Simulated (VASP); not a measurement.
Here is a VASP 6.6.1 calculation.

The input INCAR:

```
ALGO = Normal ; EDIFF = 1E-7
ENCUT = 520 ; GGA = PS
ISIF = 2 ; ISMEAR = 0
LASPH = T ; LCHARG = T
LELF = T ; LREAL = F
LVHAR = T ; LWAVE = F
NBANDS = 50 ; NELM = 60
PREC = Accurate ; SIGMA = 0.1
```

File KPOINTS:

```
k-points
0
Gamma
  12 12 2
```

POSCAR

```
GeSb4Te7
1.0
    4.1768930260      0.0000000000      0.0000000000
   -2.0884465130      3.6172954694      0.0000000000
    0.0000000000      0.0000000000     22.7908967097
Ge Sb Te
1 4 7
Direct
    0.0000000000      0.0000000000      0.5000000000
    0.6666666667      0.3333333333      0.9147961277
    0.3333333333      0.6666666667      0.3426901971
    0.3333333333      0.6666666667      0.0852038723
    0.6666666667      0.3333333333      0.6573098029
    0.3333333333      0.6666666667      0.8390784673
    0.6666666667      0.3333333333      0.1609215327
    0.0000000000      0.0000000000      0.7328371865
    0.6666666667      0.3333333333      0.4285861463
    0.3333333333      0.6666666667      0.5714138537
    0.0000000000      0.0000000000      0.0000000000
    0.0000000000      0.0000000000      0.2671628135
```

Potentials or basis: VASP PAW PBE potentials, release 64 (Ge_d, Sb, Te).

The run is started by

```console
$ cat potpaw_PBE.64/Ge_d/POTCAR potpaw_PBE.64/Sb/POTCAR potpaw_PBE.64/Te/POTCAR > POTCAR
$ mpirun -np 1 vasp_std > vasp.out
```

**Question.** Estimate the band gap on the k mesh.

**Answer.** Zero (filled and empty bands touch).

**Question.** Estimate the pressure.

**Answer.** 3.2 GPa.

Forces on the atoms (eV/Å):
```
Ge   0.000  0.000  0.000
Sb   0.000  0.000  0.032
Sb   0.000  0.000  0.033
Sb   0.000  0.000 -0.032
Sb   0.000  0.000 -0.033
Te   0.000  0.000 -0.040
Te   0.000  0.000  0.040
Te   0.000  0.000  0.039
Te   0.000  0.000  0.004
Te   0.000  0.000 -0.004
Te   0.000  0.000  0.000
Te   0.000  0.000 -0.039
```

Caveat: the cell stands under pressure; the PAW data sets were made with another functional, which shifts forces and pressure a little; spin-orbit coupling is left out, which moves the levels of the heavy elements.
